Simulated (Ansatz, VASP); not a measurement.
**CaMg: VASP beside Ansatz**

```
Ca Mg
1.0
     3.66868    0.00000    0.00000
     0.00000    4.26360    0.00000
     0.00000    0.00000    3.96614
Ca Mg
1 1
Direct
  0.00000 0.00000 0.00000
  0.50000 0.50000 0.50000
```

Change from the starting cell: strain -0.0750 x Voigt [1, -1, 0, 0, 0, 0], atoms carried along.

Alike in both runs: task single point; functional LDA; k mesh 12 × 12 × 12; occupations gaussian, width 0.15 eV; no spin polarisation.

|  | VASP | Ansatz |
| --- | --- | --- |
| version | VASP 6.6.1 | Ansatz 0.2.0 |
| potentials or method | VASP PAW LDA potentials, release 64 (Ca_sv, Mg), cutoff 520 eV | scalar-relativistic, plane waves, PAW |
| valence electrons in the cell | 12 | 20 |

|  | VASP | Ansatz | Ansatz less VASP |
| --- | --- | --- | --- |
| gap on the k mesh at the Fermi level (eV) | none | none | - |
| pressure (GPa) | -2.0 | -1.9 | +0.17 |
| traceless stress, the component that is largest in VASP (GPa) | 1.24 | 1.23 | -0.015 |

LDA's correlation is that of Perdew and Zunger in VASP and of Perdew and Wang (1992) in Ansatz. A gap of «none» marks a metal or a gap that the smearing closes. VASP's potentials hold 12 valence electrons a cell and Ansatz's 20, so a difference there can come from the potentials and not from the codes.
